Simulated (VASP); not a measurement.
Crystal: GaSb3.

```
CELL_PARAMETERS angstrom
0.00000 3.73060 3.73060
3.73060 0.00000 3.73060
3.73060 3.73060 0.00000
ATOMIC_POSITIONS crystal
Sb 0.50000 0.50000 0.50000
Sb 0.75000 0.75000 0.75000
Sb 0.25000 0.25000 0.25000
Ga 0.00000 0.00000 0.00000
```

Program: VASP 6.6.1. Alike in all runs: task single point; no spin polarisation; cell as given; cutoff (eV) 520; smearing fermi-dirac 0.05 eV.

Q: Order these runs on this cell by their pressure, lowest first.
A. level LDA; potentials or basis VASP PAW LDA potentials, release 64 (Sb, Ga_d); k mesh 6 × 6 × 6
B. level PBE; potentials or basis VASP PAW PBE potentials, release 64 (Sb, Ga_d); k mesh 4 × 4 × 4
C. level PBE; potentials or basis VASP PAW PBE potentials, release 64 (Sb, Ga_d); k mesh 6 × 6 × 6

A: A (-4.5 GPa), B (-2.4 GPa), C (-0.6 GPa).

Caveats: some runs use coarse meshes.
